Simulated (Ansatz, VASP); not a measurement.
## Al2O3: VASP beside Ansatz

File INCAR:

```
PREC     = Accurate       # precision mode
ENCUT    = 520            # plane-wave cutoff, eV
EDIFF    = 1E-6           # SCF threshold, eV
ISMEAR   = 0              # smearing method
SIGMA    = 0.05           # smearing width, eV
LREAL    = F              # projectors in reciprocal space
LASPH    = T              # aspherical terms in the spheres
NELM     = 60             # most SCF steps
ALGO     = Normal         # electronic algorithm
ISIF     = 2              # what is computed and relaxed
LWAVE    = F              # write WAVECAR
LCHARG   = F              # write CHGCAR
NBANDS   = 20             # bands
```

File KPOINTS:

```
Automatic mesh
0
Gamma
  12 12 4
```

File POSCAR:

```
Al2O3
1.0
    3.1381818458      0.0000000000      0.0000000000
   -1.5690909229      2.7177452001      0.0000000000
    0.0000000000      0.0000000000      7.8776214423
Al O
2 3
Direct
    0.0000000000      0.0000000000      0.2779510000
    0.0000000000      0.0000000000      0.7220490000
    0.3333333333      0.6666666667      0.1994540000
    0.6666666667      0.3333333333      0.8005460000
    0.0000000000      0.0000000000      0.5000000000
```

Input for Ansatz:

```yaml
crystal:
  lattice:
    - [3.1381818458, 0.0, 0.0]
    - [-1.5690909229, 2.7177452001, 0.0]
    - [0.0, 0.0, 7.8776214423]
  atoms:
    - { symbol: Al, position: [0.0, 0.0, 0.277951] }
    - { symbol: Al, position: [0.0, 0.0, 0.722049] }
    - { symbol: O, position: [0.3333333333, 0.6666666667, 0.199454] }
    - { symbol: O, position: [0.6666666667, 0.3333333333, 0.800546] }
    - { symbol: O, position: [0.0, 0.0, 0.5] }
basis:
  ecutwfc: 420
kpoints:
  mp_grid: { grid: [12, 12, 4] }
hamiltonian:
  xc: lda
scf:
  occupations: { method: gaussian, width: 0.05 }
output:
  forces: true
  stress: true
  eigenvalues: true
```

Change from the starting cell: strain +0.040 along x and y, +0.040 along z, atoms carried along.

Alike in both runs: task single point; functional LDA; k mesh 12 × 12 × 4; occupations gaussian, width 0.05 eV; no spin polarisation.

|  | VASP | Ansatz |
| --- | --- | --- |
| version | VASP 6.6.1 | Ansatz 0.2.0 |
| potentials or method | VASP PAW LDA potentials, release 64 (Al, O), cutoff 520 eV | scalar-relativistic, plane waves, PAW |
| valence electrons in the cell | 24 | 24 |

Ansatz gave:

| Property | Result |
| --- | --- |
| gap on the k mesh at the Fermi level (eV) | 1.41 |
| least direct gap on the mesh (eV) | 1.41 |
| pressure (GPa) | -21.6 |
| traceless stress, the component that is largest in VASP (GPa) | -2.47 |
| rms of the force components (eV/Å) | 0.606 |

Problem. Which values does VASP return?

Solution. gap on the k mesh at the Fermi level (eV): 1.39; least direct gap on the mesh (eV): 1.39; pressure (GPa): -21.2; traceless stress, the component that is largest in VASP (GPa): -2.12; rms of the force components (eV/Å): 0.581.

LDA's correlation is that of Perdew and Zunger in VASP and of Perdew and Wang (1992) in Ansatz. Atom by atom the forces differ by 0.031 eV/Å (rms over components).
